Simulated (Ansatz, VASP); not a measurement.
BaTiO3: VASP beside Ansatz

```
Ba Ti O
1.0
     3.98550    0.00000    0.00000
     0.00000    2.83690    2.84515
     0.00000   -2.83690    2.84515
Ba Ti O
1 1 3
Direct
  0.00000 0.00000 0.00000
  0.50000 0.51240 0.51240
  0.00000 0.48740 0.48740
  0.50000 0.50524 0.99184
  0.50000 0.99184 0.50524
```

Alike in both runs: task relaxation of cell and atoms; functional PBEsol; k mesh 8 × 8 × 8; occupations gaussian, width 0.05 eV; no spin polarisation.

```csv
,VASP,Ansatz
version,VASP 6.6.1,Ansatz 0.2.0
potentials or method,"VASP PAW PBE potentials, release 64 (Ba_sv, Ti_sv, O), cutoff 600 eV","scalar-relativistic, plane waves, PAW"
valence electrons in the cell,40,40
```

Ansatz gave:

* gap on the k mesh at the Fermi level, each at its own relaxed structure (eV): 2.14
* relaxed volume (Å³/atom): 12.69
* relaxed cell length with the largest relative difference (Å): 4.007

Task: Which values does VASP return?

Result: gap on the k mesh at the Fermi level, each at its own relaxed structure (eV): 2.10; relaxed volume (Å³/atom): 12.83; relaxed cell length with the largest relative difference (Å): 4.026.

VASP's potentials were made for PBE, not for PBEsol.

Spin-orbit coupling is off throughout.
